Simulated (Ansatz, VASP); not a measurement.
Given: the input of a run of Ansatz 0.2.0 on Al.

Contents of input.yaml:

```yaml
crystal:
  lattice:
    - [-1.59121869, 1.59121869, 1.59121869]
    - [1.59121869, -1.59121869, 1.59121869]
    - [1.59121869, 1.59121869, -1.59121869]
  atoms:
    - { symbol: Al, position: [0.0, 0.0, 0.0] }
hamiltonian:
  xc: pbe
  pseudopotentials: { kind: paw }
kpoints:
  mp_grid: { grid: [12, 12, 12] }
scf:
  occupations: { method: fermi_dirac, width: 0.05 }
output:
  forces: true
  stress: true
  eigenvalues: true
relax:
  f_tol: 0.01
  max_steps: 40
  cell: { stress_tol: 0.05 }
```

Potentials or basis: Ansatz PAW.

Launch:

```sh
$ ansatz run input.yaml --threads 2 --pin off --max-ram 5632MiB --backend cpu --events-out ev --progress --plain --runs-dir out
```

Q: Translate it to VASP 6.6.1. Potentials there: VASP PAW PBE potentials, release 64 (Al).

A: As run (the cutoff follows the program's own potentials):

File INCAR:

```
  ALGO = Fast
  EDIFF = 1E-6
  EDIFFG = -0.01
  ENCUT = 600
  GGA = PE
  IBRION = 2
  ISIF = 3
  ISMEAR = -1
  LASPH = T
  LCHARG = F
  LREAL = F
  LWAVE = F
  NELM = 60
  NSW = 60
  PREC = Accurate
  SIGMA = 0.05
```

KPOINTS

```
k-points
0
Gamma
  12 12 12
```

The input POSCAR:

```
Al
1.0
   -1.5912186900      1.5912186900      1.5912186900
    1.5912186900     -1.5912186900      1.5912186900
    1.5912186900      1.5912186900     -1.5912186900
Al
1
Direct
    0.0000000000      0.0000000000      0.0000000000
```

Potentials or basis: VASP PAW PBE potentials, release 64 (Al).

Run with:

```bash
$ cat potpaw_PBE.64/Al/POTCAR > POTCAR
$ mpirun -np 1 vasp_std > vasp.out
```

Both were run:

|  | VASP | Ansatz | Ansatz less VASP |
| --- | --- | --- | --- |
| gap on the k mesh at the Fermi level, each at its own relaxed structure (eV) | none | none | - |
| relaxed volume (Å³/atom) | 16.93 | 16.93 | -0.004 |
| relaxed cell length with the largest relative difference (Å) | 2.802 | 2.802 | -0.0002 |

A gap of «none» marks a metal or a gap that the smearing closes.

Noted on Ansatz's run: the plane-wave basis is chosen anew once the cell has moved, so the energies of steps on either side of that aren't comparable.
